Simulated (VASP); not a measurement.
Wanted: the native input for a VASP 6.6.1 run.

```
Task                   : single point
Functional             : revPBE
Potentials or basis    : VASP PAW PBE potentials, release 64 (Al)
Cutoff                 : 520 eV
k mesh                 : 15 × 15 × 15
Occupations            : fermi-dirac, width 0.1 eV
Spin                   : no spin polarisation
Dipole correction      : no
Further INCAR settings : ALGO = Normal; EDIFF = 1e-07; NBANDS = 8
```

The structure of Al lies in POSCAR:

```
Al
1.0
   -1.5583429781      1.5583429781      1.5583429781
    1.5583429781     -1.5583429781      1.5583429781
    1.5583429781      1.5583429781     -1.5583429781
Al
1
Direct
    0.0000000000      0.0000000000      0.0000000000
```

This cell differs from its parent crystal: volume scaled by 0.88.

The input as run:

INCAR

```
PREC = Accurate
ENCUT = 520
EDIFF = 1E-7
ISMEAR = -1
SIGMA = 0.1
LREAL = F
LASPH = T
NELM = 60
ALGO = Normal
ISIF = 2
LWAVE = F
LCHARG = T
GGA = RE
LELF = T
LVHAR = T
NBANDS = 8
```

KPOINTS

```
Automatic mesh
0
Gamma
  15 15 15
```

Potentials or basis: VASP PAW PBE potentials, release 64 (Al).

Command:

```bash
$ cat potpaw_PBE.64/Al/POTCAR > POTCAR
$ mpirun -np 1 vasp_std > vasp.out
```

It gave:

```
Pressure : 11.0 GPa
```

Caveat: the PAW data sets were made with another functional, which shifts forces and pressure a little.

It took 8.8 s on 1 thread of Intel(R) Xeon(R) Platinum 8259CL CPU @ 2.50GHz (Skylake/Cascade Lake), on a shared host, peak memory 0.12 GiB.
